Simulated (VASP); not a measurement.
# HfO2: single point with PBE

The system is HfO2.

```
Hf O
1.0
     0.00000   -2.54892   -2.54892
     0.00000    2.54892   -2.54892
     5.09784    0.00000    0.00000
Hf O
2 4
Cartesian
  2.5489 0.0000 -2.5489
  0.0000 0.0000 0.0000
  3.5845 1.2745 -1.2745
  1.5134 -1.2745 -1.2745
  1.0356 1.2745 -1.2745
  4.0623 -1.2745 -1.2745
```

```
Program                : VASP 6.6.1
Task                   : single point
Functional             : PBE
Potentials or basis    : VASP PAW PBE potentials, release 64 (Hf_pv, O)
Cutoff                 : 520 eV
k mesh                 : 6 × 6 × 6
Occupations            : gaussian, width 0.05 eV
Spin                   : no spin polarisation
Dipole correction      : no
Further INCAR settings : ALGO = Normal; EDIFF = 1e-07; NBANDS = 31
```

```
Pressure               : 1.4 GPa
Largest force          : 0.032 eV/Å
Band gap on the k mesh : 4.40 eV (least direct gap 4.47 eV)
```

Forces in eV/Å, atoms in the order of the input:
```
Hf   0.000  0.000  0.000
Hf   0.000  0.000  0.000
O   -0.032  0.000  0.000
O    0.032  0.000  0.000
O   -0.032  0.000  0.000
O    0.032  0.000  0.000
```

Stress tensor (GPa, compression positive):
```
 6.90  0.00  0.00
 0.00 -1.36  0.00
 0.00  0.00 -1.36
```

Levels at points of the mesh, in eV from the valence-band top:
```tsv
k point	band 19	band 20	band 21	band 22	band 23	band 24	band 25	band 26
(0.00, 0.00, 0.00)	-0.43	-0.27	-0.27	-0.06	4.40	4.47	5.48	5.97
(0.50, 0.00, 0.00)	-1.56	-1.56	-0.12	-0.12	4.81	4.81	5.90	5.90
(0.50, 0.50, 0.00)	-0.74	-0.74	-0.52	-0.52	5.28	5.28	5.99	5.99
(0.00, 0.00, 0.50)	-0.73	-0.73	-0.18	-0.18	5.10	5.10	5.42	5.42
(0.50, 0.00, 0.50)	-1.49	-1.49	-1.13	-1.13	5.04	5.04	5.39	5.39
(0.50, 0.50, 0.50)	-1.53	-1.53	-0.18	-0.18	5.64	5.64	6.03	6.03
```

Wall time 2.6 min on 1 thread of Intel Xeon 8259CL, on a shared host, peak memory 0.22 GiB.

Caveat: spin-orbit coupling is left out, which moves the levels of the heavy elements. A k mesh can miss the band edges.
